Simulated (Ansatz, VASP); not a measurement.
# SnO: VASP beside Ansatz

The input INCAR:

```
SYSTEM = SnO
ALGO = Normal
EDIFF = 1E-6
ENCUT = 520
GGA = PS
ISIF = 2
ISMEAR = 0
LASPH = .TRUE.
LCHARG = .FALSE.
LREAL = .FALSE.
LWAVE = .FALSE.
NBANDS = 28
NELM = 100
PREC = Accurate
SIGMA = 0.05
```

KPOINTS

```
k-points
0
G
  10 6 8
  0 0 0
```

The input POSCAR:

```
SnO
1.0
    3.3550050000      0.0000000000      0.0000000000
    0.0000000000      5.6741040000      0.0000000000
    0.0000000000      0.0000000000      4.2219700000
Sn O
2 2
Direct
    0.0000000000      0.2319090000      0.5131440000
    0.5000000000      0.7680910000      0.0131440000
    0.0000000000      0.8912500000      0.7368570000
    0.5000000000      0.1087500000      0.2368570000
```

Input for Ansatz:

```yaml
crystal:
  lattice:
    - [3.355005, 0.0, 0.0]
    - [0.0, 5.674104, 0.0]
    - [0.0, 0.0, 4.22197]
  atoms:
    - { symbol: Sn, position: [0.0, 0.231909, 0.513144] }
    - { symbol: Sn, position: [0.5, 0.768091, 0.013144] }
    - { symbol: O, position: [0.0, 0.89125, 0.736857] }
    - { symbol: O, position: [0.5, 0.10875, 0.236857] }
basis:
  ecutwfc: 420
kpoints:
  mp_grid: { grid: [10, 6, 8] }
hamiltonian:
  xc: pbesol
scf:
  occupations: { method: gaussian, width: 0.05 }
output:
  forces: true
  stress: true
  eigenvalues: true
  write_density: true
  write_potential: true
  elf: true
  volumetric_format: npy
```

Alike in both runs: task single point; functional PBEsol; k mesh 10 × 6 × 8; occupations gaussian, width 0.05 eV; no spin polarisation.

```csv
,VASP,Ansatz
version,VASP 6.6.1,Ansatz 0.2.0
potentials or method,"VASP PAW PBE potentials, release 64 (Sn_d, O), cutoff 520 eV","scalar-relativistic, plane waves, PAW"
valence electrons in the cell,40,40
```

VASP gave:

```
gap on the k mesh at the Fermi level (eV)                     : 1.29
least direct gap on the mesh (eV)                             : 1.92
pressure (GPa)                                                : -2.9
traceless stress, the component that is largest in VASP (GPa) : -0.62
rms of the force components (eV/Å)                            : 0.156
```

**Question.** What did Ansatz give for the same quantities?

**Answer.** gap on the k mesh at the Fermi level (eV): 1.30; least direct gap on the mesh (eV): 1.93; pressure (GPa): -3.1; traceless stress, the component that is largest in VASP (GPa): -0.65; rms of the force components (eV/Å): 0.188.

VASP's potentials were made for PBE, not for PBEsol. Atom by atom the forces differ by 0.033 eV/Å (rms over components).
